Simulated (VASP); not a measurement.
# Ta3N: single point with PBE+U

The system is Ta3N.

```xyz
4
Lattice="3.0322 0.0000 0.0000 -1.5161 2.6260 0.0000 0.0000 0.0000 7.5241" Properties=species:S:1:pos:R:3 pbc="T T T"
Ta    1.5161    0.8753    6.2155
Ta    0.0000    1.7507    1.3087
Ta    0.0000    0.0000    3.7621
N     0.0000    0.0000    0.0000
```

```yaml
Program: VASP 6.6.1
Task: single point
Functional: PBE
Potentials_or_basis: VASP PAW PBE potentials, release 64 (Ta_pv, N)
Cutoff: 520 eV
k_mesh: 10 × 10 × 4
Occupations: fermi-dirac, width 0.05 eV
Spin: no spin polarisation
Hubbard_terms: Ta d U = 6.0 eV
Dipole_correction: no
Further_INCAR_settings: ALGO = Normal; EDIFF = 1e-06; NBANDS = 27
```

```yaml
Pressure: 18.5 GPa
Largest_force: 0.563 eV/Å
Band_gap_on_the_k_mesh: zero (band 19 reaches 7.73 eV, above the bottom of band 20 at 7.26 eV)
```

Forces in eV/Å, atoms in the order of the input:
```
Ta   0.000  0.000 -0.563
Ta   0.000  0.000  0.563
Ta   0.000  0.000  0.000
N    0.000  0.000  0.000
```

Stress tensor (GPa, compression positive):
```
17.42  0.00  0.00
 0.00 17.42  0.00
 0.00  0.00 20.65
```

Levels at points of the mesh, in eV from the Fermi level:
| k point | band 15 | band 16 | band 17 | band 18 | band 19 | band 20 | band 21 | band 22 | band 23 | band 24 |
| --- | --- | --- | --- | --- | --- | --- | --- | --- | --- | --- |
| (0.00, 0.00, 0.00) | -3.89 | -2.09 | -0.30 | -0.26 | -0.26 | 0.53 | 0.53 | 0.81 | 2.04 | 2.04 |
| (0.50, 0.00, 0.00) | -3.90 | -3.22 | -1.70 | -0.60 | -0.02 | 0.41 | 1.04 | 3.61 | 4.20 | 4.80 |
| (0.00, 0.00, 0.50) | -4.45 | -1.55 | -1.25 | -0.06 | -0.06 | 0.74 | 0.74 | 1.13 | 1.58 | 1.58 |
| (0.50, 0.00, 0.50) | -3.87 | -2.98 | -1.87 | -1.35 | -0.31 | 0.88 | 1.51 | 2.72 | 4.52 | 4.65 |

Eigenvalues of the final occupation matrices:
| site | spin | trace | eigenvalues |
| --- | --- | --- | --- |
| site 1 d | 1 | 1.08 | 0.20 0.20 0.22 0.22 0.24 |
| site 1 d | 2 | 1.08 | 0.20 0.20 0.22 0.22 0.24 |
| site 2 d | 1 | 1.08 | 0.20 0.20 0.22 0.22 0.24 |
| site 2 d | 2 | 1.08 | 0.20 0.20 0.22 0.22 0.24 |
| site 3 d | 1 | 0.99 | 0.13 0.13 0.23 0.23 0.28 |
| site 3 d | 2 | 0.99 | 0.13 0.13 0.23 0.23 0.28 |

Run time: 2.6 min on 1 thread of Intel Xeon 8259CL, on a shared host, peak memory 0.21 GiB.

Caveat: spin-orbit coupling is left out, which moves the levels of the heavy elements; U without spin polarisation on a metal has little footing.
